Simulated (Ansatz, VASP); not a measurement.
CoH3: VASP beside Ansatz

```
Co H
1.0
     0.00000    3.45903    3.45903
     3.45903    0.00000    3.45903
     3.45903    3.45903    0.00000
Co H
2 6
Direct
  0.00000 0.00000 0.00000
  0.25000 0.25000 0.25000
  0.75000 0.75000 0.75000
  0.50000 0.50000 0.50000
  0.12500 0.12500 0.12500
  0.12500 0.12500 0.62500
  0.12500 0.62500 0.12500
  0.62500 0.12500 0.12500
```

Alike in both runs: functional PBE; k mesh 3 × 3 × 3; occupations gaussian, width 0.15 eV; collinear spin.

Ansatz relaxed the structure, and its values are those at the end. VASP's run is a single point on that final structure, the one shown.

|  | VASP | Ansatz |
| --- | --- | --- |
| version | VASP 6.6.1 | Ansatz 0.2.0 |
| potentials or method | VASP PAW PBE potentials, release 64 (Co, H), cutoff 520 eV | scalar-relativistic, plane waves, PAW |
| valence electrons in the cell | 24 | 40 |

Ansatz gave:

```
pressure (GPa)                                                : 0.2
net moment per atom (μB)                                      : 0.09
size of the moment on the site where the two differ most (μB) : 0.54
```

Question: Which values does VASP return?

Answer: Pressure (GPa): 0.1; net moment per atom (μB): 0.08; size of the moment on the site where the two differ most (μB): 0.25.

Site moments also hang on the region over which each program counts them. VASP's potentials hold 24 valence electrons a cell and Ansatz's 40, so a difference there can come from the potentials and not from the codes. Ansatz's warnings: seeded moment not kept.

The k mesh is coarse, so the values compare programs but aren't converged.
